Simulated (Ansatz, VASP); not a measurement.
LiF: VASP beside Ansatz

```
Li F
1.0
     0.00000    2.06888    1.95001
     2.06888    0.00000    1.95001
     2.06888    2.06888    0.00000
Li F
1 1
Cartesian
  0.0000 0.0000 0.0000
  2.0689 2.0689 1.9500
```

Change from the starting cell: epitaxial_xy strain +3.7%.

Alike in both runs: task single point; functional PBE; k mesh 10 × 10 × 10; occupations fermi-dirac, width 0.02 eV; no spin polarisation.

|  | VASP | Ansatz |
| --- | --- | --- |
| version | VASP 6.6.1 | Ansatz 0.2.0 |
| potentials or method | VASP PAW PBE potentials, release 64 (Li_sv, F) | plane waves, PAW |
| plane-wave cutoff (eV) | 520 | 420 |
| valence electrons in the cell | 10 | 10 |

```tsv
	VASP	Ansatz	Ansatz less VASP
gap on the k mesh at the Fermi level (eV)	8.84	8.84	+0.001
```

The functional is the same, so the differences come from potentials, cutoffs and numerics.

Noted on VASP's run: the cutoff is short for stress, so the pressure is rough.
